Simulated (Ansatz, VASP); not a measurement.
**Pb: VASP beside Ansatz**

```xyz
1
Lattice="0.0000 2.4752 2.4752 2.4752 0.0000 2.4752 2.4752 2.4752 0.0000" Properties=species:S:1:pos:R:3 pbc="T T T"
Pb    0.0000    0.0000    0.0000
```

Alike in both runs: task relaxation of cell and atoms; functional PBE; k mesh 11 × 11 × 11; occupations fermi-dirac, width 0.1 eV; no spin polarisation.

```csv
,VASP,Ansatz
version,VASP 6.6.1,Ansatz 0.2.0
potentials or method,"VASP PAW PBE potentials, release 64 (Pb_d), cutoff 600 eV","plane waves (420 eV) with PAW, scalar-relativistic"
valence electrons in the cell,14,14
```

```tsv
	VASP	Ansatz	Ansatz less VASP
relaxed volume (Å³/atom)	31.90	31.91	+0.017
relaxed cell length with the largest relative difference (Å)	3.560	3.560	+0.0006
```

Spin-orbit coupling is off throughout.
